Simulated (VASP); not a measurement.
Set up this calculation in VASP 6.6.1, as the native input.

```
Task                   : single point
Functional             : LDA
Potentials or basis    : VASP PAW LDA potentials, release 64 (Al, N)
Cutoff                 : 600 eV
k mesh                 : 8 × 8 × 8
Occupations            : gaussian, width 0.05 eV
Spin                   : no spin polarisation
Dipole correction      : no
Further INCAR settings : ALGO = Normal; EDIFF = 1e-06; NBANDS = 11
```

The structure of AlN lies in POSCAR:

```
AlN
1.0
    0.0000000000      2.1574322895      2.1574322895
    2.1574322895      0.0000000000      2.1574322895
    2.1574322895      2.1574322895      0.0000000000
Al N
1 1
Direct
    0.0000000000      0.0000000000      0.0000000000
    0.2500000000      0.2500000000      0.2500000000
```

The input as run:

INCAR

```
SYSTEM = AlN
PREC     = Accurate       ! precision mode
ENCUT    = 600            ! plane-wave cutoff, eV
EDIFF    = 1E-6           ! SCF threshold, eV
ISMEAR   = 0              ! smearing method
SIGMA    = 0.05           ! smearing width, eV
LREAL    = .FALSE.        ! projectors in reciprocal space
LASPH    = .TRUE.         ! aspherical terms in the spheres
NELM     = 120            ! most SCF steps
ALGO     = Normal         ! electronic algorithm
ISIF     = 2              ! what is computed and relaxed
LWAVE    = .FALSE.        ! write WAVECAR
LCHARG   = .FALSE.        ! write CHGCAR
GGA      = CA             ! functional
NBANDS   = 11             ! bands
GGA_COMPAT= .FALSE.
```

KPOINTS

```
regular mesh
0
G
  8 8 8
  0 0 0
```

Potentials or basis: VASP PAW LDA potentials, release 64 (Al, N).

Run with:

```console
$ cat potpaw_LDA.64/Al/POTCAR potpaw_LDA.64/N/POTCAR > POTCAR
$ mpirun -np 1 vasp_std > vasp.out
```

It gave:

```yaml
Pressure: 4.8 GPa
Band_gap_on_the_k_mesh: 3.24 eV, indirect (least direct gap 4.57 eV)
```

It took 6.1 s on 1 thread of AMD EPYC 7R43 64-Core Processor (Zen 3), with other jobs on the host, peak memory 0.09 GiB.
